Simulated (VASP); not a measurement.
# CdS (Greenockite) (P6_3mc) in VASP: settings compared

Aim: see how the results for CdS (Greenockite) move with the level of theory and the settings. Levels: PBE, r2SCAN. Tasks: single point.

Program: VASP 6.6.1. These are calculated values, not measurements. Logs are shortened: lines on timing, memory, paths and dates and some standing lists are left out, and cuts for length are marked.

**Experimental background.**

“Isotope dependence of band-gap energy”, 2008, arxiv:0807.2152 quotes, for a bulk crystal of CdS: band gap 2.5809 ± 0.0002 eV.

The results are compared with them further down.

## (1) The cell of the first run

Symmetry: P6_3mc, No. 186, hexagonal system. The conventional cell has a = 4.165 Å, b = 4.165 Å, c = 6.766 Å, α = 90.00°, β = 90.00°, γ = 120.00°. Cd (site symmetry 3m) has 4 S at 2.54 to 2.55 Å within 3.4 Å. S (site symmetry 3m) has 4 Cd at 2.54 to 2.55 Å within 3.4 Å.

## (2) Single point, PBE

File INCAR:

```
SYSTEM = CdS
PREC = Accurate ; ENCUT = 520
EDIFF = 1E-6 ; ISMEAR = 0
SIGMA = 0.01 ; LREAL = .False.
LASPH = .True. ; NELM = 80
ALGO = Normal ; ISIF = 2
LWAVE = .False. ; LCHARG = .False.
GGA = PE ; NBANDS = 26
```

File KPOINTS:

```
Automatic mesh
0
Gamma
  6 6 2
  0 0 0
```

File POSCAR:

```
CdS
1.0
    4.1646212224      0.0000000000      0.0000000000
   -2.0823106112      3.6066677758      0.0000000000
    0.0000000000      0.0000000000      6.7659754801
Cd S
2 2
Direct
    0.3333333333      0.6666666667     -0.0009650864
    0.6666666667      0.3333333333      0.4990349136
    0.3333333333      0.6666666667      0.3759650864
    0.6666666667      0.3333333333      0.8759650864
```

Potentials or basis: VASP PAW PBE potentials, release 64 (Cd, S).

On the command line:

```
$ cat potpaw_PBE.64/Cd/POTCAR potpaw_PBE.64/S/POTCAR > POTCAR
$ mpirun -np 1 vasp_std > vasp.out
```

OUTCAR:

```text
SYSTEM = CdS
   PREC = Accurate
   ENCUT = 520
   EDIFF = 1E-6
   ISMEAR = 0
   LREAL = .False.
   LASPH = .True.
   NELM = 80
   ISIF = 2
   GGA = PE

 ion  position               nearest neighbor table
   1  0.333  0.667  0.999-   4 2.54   4 2.54   4 2.54   3 2.55
   2  0.667  0.333  0.499-   3 2.54   3 2.54   3 2.54   4 2.55
   3  0.333  0.667  0.376-   2 2.54   2 2.54   2 2.54   1 2.55
   4  0.667  0.333  0.876-   1 2.54   1 2.54   1 2.54   2 2.55

  LATTYP: Found a hexagonal cell.
 ALAT       =     4.1646212224
 C/A-ratio  =     1.6246316577

  Lattice vectors:

 A1 = (   4.1646212224,   0.0000000000,   0.0000000000)
 A2 = (  -2.0823106112,   3.6066677758,   0.0000000000)
 A3 = (   0.0000000000,   0.0000000000,   6.7659754801)

Analysis of symmetry for initial positions (statically):
=====================================================================
 Subroutine PRICEL returns:
 Original cell was already a primitive cell.

 Routine SETGRP: Setting up the symmetry group for a
 hexagonal supercell.

 Subroutine GETGRP returns: Found 12 space group operations
 (whereof  6 operations were pure point group operations)
 out of a pool of 24 trial point group operations.

The static configuration has the point symmetry C_3v.
 The point group associated with its full space group is C_6v.

Analysis of symmetry for dynamics (positions and initial velocities):
=====================================================================
 Subroutine PRICEL returns:
 Original cell was already a primitive cell.

 Routine SETGRP: Setting up the symmetry group for a
 hexagonal supercell.

 Subroutine GETGRP returns: Found 12 space group operations
 (whereof  6 operations were pure point group operations)
 out of a pool of 24 trial point group operations.

The dynamic configuration has the point symmetry C_3v.
 The point group associated with its full space group is C_6v.

 Subroutine INISYM returns: Found 12 space group operations
 (whereof  6 operations are pure point group operations),
 and found     1 'primitive' translations

----------------------------------------------------------------------------------------

                                     Primitive cell

  volume of cell :     101.6277

  direct lattice vectors                    reciprocal lattice vectors
     4.164621222  0.000000000  0.000000000     0.240117875  0.138632120  0.000000000
    -2.082310611  3.606667776  0.000000000     0.000000000  0.277264240  0.000000000
     0.000000000  0.000000000  6.765975480     0.000000000  0.000000000  0.147798348

  length of vectors
     4.164621222  4.164621222  6.765975480     0.277264240  0.277264240  0.147798348

  position of ions in fractional coordinates (direct lattice)
     0.333333333  0.666666667  0.999034914
     0.666666667  0.333333333  0.499034914
     0.333333333  0.666666667  0.375965086
     0.666666667  0.333333333  0.875965086

  ion indices of the primitive-cell ions
   primitive index   ion index
                 1           1
                 2           2
                 3           3
                 4           4

----------------------------------------------------------------------------------------

 KPOINTS: Automatic mesh

Automatic generation of k-mesh.
 Grid dimensions read from file:
 generate k-points for:    6    6    2

 Generating k-lattice:

  Cartesian coordinates                     Fractional coordinates (reciprocal lattice)
     0.040019646  0.023105353  0.000000000     0.166666667 -0.000000000  0.000000000
     0.000000000  0.046210707  0.000000000     0.000000000  0.166666667  0.000000000
     0.000000000  0.000000000  0.073899174     0.000000000  0.000000000  0.500000000

  Length of vectors
     0.046210707  0.046210707  0.073899174

  Shift w.r.t. Gamma in fractional coordinates (k-lattice)
     0.000000000  0.000000000  0.000000000

 Subroutine IBZKPT returns following result:
 ===========================================

 Found     14 irreducible k-points:

 Following reciprocal coordinates:
            Coordinates               Weight
  0.000000  0.000000  0.000000      1.000000
  0.166667  0.000000  0.000000      6.000000
  0.333333 -0.000000  0.000000      6.000000
  0.500000 -0.000000  0.000000      3.000000
  0.166667  0.166667  0.000000      6.000000
  0.333333  0.166667  0.000000     12.000000
  0.333333  0.333333  0.000000      2.000000
  0.000000  0.000000  0.500000      1.000000
  0.166667  0.000000  0.500000      6.000000
  0.333333 -0.000000  0.500000      6.000000
  0.500000 -0.000000  0.500000      3.000000
  0.166667  0.166667  0.500000      6.000000
  0.333333  0.166667  0.500000     12.000000
  0.333333  0.333333  0.500000      2.000000
   k-points           NKPTS =     14   k-points in BZ     NKDIM =     14   number of bands    NBANDS=     26
   number of dos      NEDOS =    301   number of ions     NIONS =      4
   total plane-waves  NPLWV =  51200
   dimension x,y,z NGX =    32 NGY =   32 NGZ =   50
   dimension x,y,z NGXF=    64 NGYF=   64 NGZF=  100
   ions per type =               2   2
   NGX,Y,Z   is equivalent  to a cutoff of  12.77, 12.77, 12.29 a.u.
   NGXF,Y,Z  is equivalent  to a cutoff of  25.55, 25.55, 24.57 a.u.
 SYSTEM =  CdS
   PREC   = accura    normal or accurate (medium, high low for compatibility)
   ISTART =      0    job   : 0-new  1-cont  2-samecut
   ICHARG =      2    charge: 1-file 2-atom 10-const
   ISPIN  =      1    spin polarized calculation?
   LNONCOLLINEAR =      F non collinear calculations
   LSORBIT =      F    spin-orbit coupling
   LASPH  =      T    aspherical Exc in radial PAW
   ENCUT  =  520.0 eV  38.22 Ry    6.18 a.u.   7.74  7.74 12.58*2*pi/ulx,y,z
   NELM   =     80;   NELMIN=  2; NELMDL= -5     # of ELM steps
   EDIFF  = 0.1E-05   stopping-criterion for ELM
   LREAL  =      F    real-space projection
   EDIFFG = 0.1E-04   stopping-criterion for IOM
   NSW    =      0    number of steps for IOM
   IBRION =     -1    ionic relax: 0-MD 1-quasi-New 2-CG
   NFREE  =      0    steps in history (QN), initial steepest desc. (CG)
   ISIF   =      2    stress and relaxation
   ISYM   =      2    0-nonsym 1-usesym 2-fastsym
   POTIM  = 0.5000    time-step for ionic-motion
   TEBEG  =    0.0;   TEEND  =   0.0 temperature during run
   PSTRESS=    0.0 pullay stress
   NELECT =      36.0000    total number of electrons
   NUPDOWN=      -1.0000    fix difference up-down
   EMIN   =  10.00;   EMAX   =-10.00  energy-range for DOS
   EFERMI =   0.00;   METHOD = LEGACY
   ISMEAR =     0;   SIGMA  =   0.01  broadening in eV -4-tet -1-fermi 0-gaus
   EFERMI_NEDOS =   21; number of points for ismear=-14 and -15
   IALGO  =     38    algorithm
   IMIX   =      4    mixing-type and parameters
     AMIX     =   0.40;   BMIX     =  1.00
     AMIX_MAG =   1.60;   BMIX_MAG =  1.00
  volume/ion in A,a.u.               =      25.41       171.45
  Fermi-wavevector in a.u.,A,eV,Ry     =   1.158346  2.188957 18.255828  1.341765
  Thomas-Fermi vector in A             =   2.294949
   LORBIT       =      0    0 simple, 1 ext, 2 COOP (PROOUT), +10 PAW based schemes
   GGA     = PE    functional components
   LHFCALC =     F    Hartree Fock is set to
   AEXX    =    0.0000 exact exchange contribution
   IVDW    =     0    specifies the selected vdW correction
   LEPSILON=     F    determine dielectric tensor
   LRPA    =     F    only Hartree local field effects (RPA)
 non-spin polarized calculation
 Gauss-broadening in eV      SIGMA  =   0.01
  energy-cutoff  :      520.00
  volume of cell :      101.63
 maximum number of plane-waves:      2786
 NGX is ok and might be reduce to    32
   NGX = 15   NGY = 15   NGZ = 25

 number of electron      35.9999998 magnetization

 Free energy of the ion-electron system (eV)
  ---------------------------------------------------
  ext. energy  EPLUGINS =         0.00000000
  ---------------------------------------------------
  free energy    TOTEN  =       -12.28044986 eV

  energy without entropy =      -12.28044986  energy(sigma->0) =      -12.28044986

 E-fermi :   1.1912     XC(G=0):  -9.0320

 val. band max:        1.1095115457   @ k =   0.0000   0.0000   0.0000
 cond. band min:       2.2843910876   @ k =   0.0000   0.0000   0.0000
 fundamental gap:      1.1748795419
 Fermi energy:         1.1912136933

 k-point     1 :       0.0000    0.0000    0.0000
  band No.  band energies     occupation
      1     -11.1174      2.00000
      2     -10.7068      2.00000
      3      -6.5130      2.00000
      4      -6.5086      2.00000
      5      -6.5086      2.00000
      6      -6.4292      2.00000
[... 18 lines left out ...]
     25       8.6777      0.00000
     26       8.7643      0.00000

 k-point     2 :       0.1667    0.0000    0.0000
  band No.  band energies     occupation
      1     -11.0272      2.00000
      2     -10.6681      2.00000
      3      -6.4840      2.00000
      4      -6.4728      2.00000
      5      -6.4367      2.00000
      6      -6.3832      2.00000
[... 18 lines left out ...]
     25       8.6230      0.00000
     26       9.2423      0.00000

 k-point     3 :       0.3333   -0.0000    0.0000
  band No.  band energies     occupation
      1     -10.8324      2.00000
      2     -10.6035      2.00000
      3      -6.4330      2.00000
      4      -6.4181      2.00000
      5      -6.2983      2.00000
      6      -6.2755      2.00000
[... 18 lines left out ...]
     25       9.4376      0.00000
     26       9.8899      0.00000

 k-point     4 :       0.5000   -0.0000    0.0000
  band No.  band energies     occupation
      1     -10.7173      2.00000
      2     -10.5887      2.00000
      3      -6.4180      2.00000
      4      -6.4012      2.00000
      5      -6.2271      2.00000
      6      -6.2227      2.00000
[... 18 lines left out ...]
     25       9.4866      0.00000
     26      11.1707      0.00000
[... 206 lines left out ...]
      1     -10.7425      2.00000
      2     -10.7425      2.00000
      3      -6.3901      2.00000
      4      -6.3901      2.00000
      5      -6.3647      2.00000
      6      -6.3647      2.00000
[... 18 lines left out ...]
     25       9.0964      0.00000
     26       9.0964      0.00000

 k-point    13 :       0.3333    0.1667    0.5000
  band No.  band energies     occupation
      1     -10.6440      2.00000
      2     -10.6440      2.00000
      3      -6.3631      2.00000
      4      -6.3631      2.00000
      5      -6.3185      2.00000
      6      -6.3185      2.00000
[... 18 lines left out ...]
     25       9.5583      0.00000
     26       9.5583      0.00000

 k-point    14 :       0.3333    0.3333    0.5000
  band No.  band energies     occupation
      1     -10.6123      2.00000
      2     -10.6123      2.00000
      3      -6.3337      2.00000
      4      -6.3337      2.00000
      5      -6.3181      2.00000
      6      -6.3181      2.00000
[... 18 lines left out ...]
     25      10.4442      0.00000
     26      10.4442      0.00000

------------------------ aborting loop because EDIFF is reached ----------------------------------------

  FORCE on cell =-STRESS in cart. coord.  units (eV):
  Direction    XX          YY          ZZ          XY          YZ          ZX
  --------------------------------------------------------------------------------------
  -------------------------------------------------------------------------------------
  Total        1.0556595      1.0556595      1.0810469      0.0000000      0.0000000      0.0000000
  in kB       16.6426457     16.6426457     17.0428831      0.0000000      0.0000000      0.0000000
  external PRESSURE =      16.7760581 kB  Pullay stress =       0.0000000 kB

 VOLUME and BASIS-vectors are now :
 -----------------------------------------------------------------------------
  energy-cutoff  :      520.00
  volume of cell :      101.63
      direct lattice vectors                 reciprocal lattice vectors
     4.164621222  0.000000000  0.000000000     0.240117875  0.138632120  0.000000000
    -2.082310611  3.606667776  0.000000000     0.000000000  0.277264240  0.000000000
     0.000000000  0.000000000  6.765975480     0.000000000  0.000000000  0.147798348

 POSITION                                       TOTAL-FORCE (eV/Angst)
 -----------------------------------------------------------------------------------
     -0.00000      2.40445      6.75945        -0.000000      0.000000      0.003378
      2.08231      1.20222      3.37646         0.000000     -0.000000      0.003378
     -0.00000      2.40445      2.54377        -0.000000      0.000000     -0.003378
      2.08231      1.20222      5.92676         0.000000      0.000000     -0.003378
 -----------------------------------------------------------------------------------
    total drift:                               -0.000000     -0.000000     -0.001035

  FREE ENERGIE OF THE ION-ELECTRON SYSTEM (eV)
  ---------------------------------------------------
  free  energy   TOTEN  =       -12.2804498554 eV

  energy  without entropy=      -12.2804498554  energy(sigma->0) =      -12.28044986
```

Run time: 23 s. Hardware: 1 thread of Intel Xeon Platinum 8559C (Emerald Rapids), shared host; peak memory 0.21 GiB.

Results:

- Free energy: -12.2804 eV
- Pressure: 1.7 GPa
- Largest force: 0.003 eV/Å
- Band gap on the k mesh: 1.17 eV, direct

Forces in eV/Å, atoms in the order of the input:
```
Cd   0.000  0.000  0.003
Cd   0.000  0.000  0.003
S    0.000  0.000 -0.003
S    0.000  0.000 -0.003
```

Levels at points of the mesh, in eV from the valence-band top:
```
           k point  band 14  band 15  band 16  band 17  band 18  band 19  band 20  band 21  band 22  band 23
(0.00, 0.00, 0.00)    -0.73    -0.73    -0.04     0.00     0.00     1.17     2.76     6.48     6.48     6.80
(0.50, 0.00, 0.00)    -3.44    -2.55    -1.81    -1.24    -0.73     3.68     3.88     5.12     6.35     7.04
(0.00, 0.00, 0.50)    -2.41    -0.38    -0.38    -0.38    -0.38     2.81     2.81     6.17     6.17     6.83
(0.50, 0.00, 0.50)    -4.03    -1.30    -1.30    -1.27    -1.27     3.48     3.48     5.37     5.37     7.87
```

Caveat: the k points lie up to 0.46 Å⁻¹ apart. A hybrid or GW would open this gap; PBE tends to underestimate it.

(Continued in part 2 of 2.)
